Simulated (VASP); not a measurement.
A run of VASP 6.6.1:

File INCAR:

```
PREC = Accurate
ENCUT = 500
EDIFF = 1E-6
ISMEAR = 0
SIGMA = 0.1
LREAL = False
LASPH = True
NELM = 120
ALGO = Normal
ISIF = 2
LWAVE = False
LCHARG = False
NBANDS = 20
GGA_COMPAT = False
```

The input KPOINTS:

```
regular mesh
0
Gamma
  11 11 5
```

Contents of POSCAR:

```
Ta
1.0
    2.7977114678      0.0000000000      0.0000000000
   -1.3988557339      2.4228892036      0.0000000000
    0.0000000000      0.0000000000      4.9949134116
Ta
2
Direct
    0.6666666667      0.3333333333      0.7500000000
    0.3333333333      0.6666666667      0.2500000000
```

Potentials or basis: VASP PAW LDA potentials, release 64 (Ta_sv_GW).

Run with:

```bash
$ cat potpaw_LDA.64/Ta_sv_GW/POTCAR > POTCAR
$ mpirun -np 1 vasp_std > vasp.out
```

Hardware: 1 thread of AMD EPYC 9R45 96-Core Processor (Zen 5), on a shared host.

Task: Estimate the wall time of this run.

Result: It took 13 s on 1 thread of AMD EPYC 9R45 96-Core Processor (Zen 5), with other jobs on the host, peak memory 0.12 GiB. Counts: scf iterations 12, k points 48.
